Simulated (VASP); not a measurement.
A run of VASP 6.6.1 is set up as follows.

Contents of INCAR:

```
SYSTEM = Pb
  ALGO = Normal
  DIPOL = 0.5 0.5 0.500
  EDIFF = 1E-6
  EDIFFG = -0.04
  ENCUT = 520
  GGA = PE
  IBRION = 2
  IDIPOL = 3
  ISIF = 2
  ISMEAR = 0
  LASPH = .True.
  LCHARG = .False.
  LDIPOL = .True.
  LREAL = .False.
  LWAVE = .False.
  NELM = 80
  NSW = 60
  PREC = Accurate
  SIGMA = 0.1
```

KPOINTS

```
k-points
0
Gamma
  9 9 1
  0 0 0
```

The input POSCAR:

```
Pb
1.0
    3.4928246600      0.0000000000      0.0000000000
   -1.7464123300      3.0248748800      0.0000000000
    0.0000000000      0.0000000000     26.5556381454
Pb
4
Selective dynamics
Direct
    0.6666666700      0.3333333300      0.3389110799  F F F
    0.3333333300      0.6666666700      0.4463036900  F F F
    0.0000000000      0.0000000000      0.5536963100  T T T
    0.6666666700      0.3333333300      0.6610889201  T T T
```

Potentials or basis: VASP PAW PBE potentials, release 64 (Pb_d).

The run is started by

```console
$ cat potpaw_PBE.64/Pb_d/POTCAR > POTCAR
$ mpirun -np 1 vasp_std > vasp.out
```

**Question.** Estimate the energy gained by relaxing.

**Answer.** 5.9 meV/atom.

**Question.** Predict the band gap on the k mesh.

**Answer.** Zero (bands 28 and 29 overlap by 4.45 eV).

Final structure:
```
CELL_PARAMETERS angstrom
3.49282 0.00000 0.00000
-1.74641 3.02487 0.00000
0.00000 0.00000 26.55564
ATOMIC_POSITIONS crystal
Pb 0.66667 0.33333 0.33891
Pb 0.33333 0.66667 0.44630
Pb 0.00000 0.00000 0.55952
Pb 0.66667 0.33333 0.66410
```

Caveat: spin-orbit coupling is left out, which moves the levels of the heavy elements.
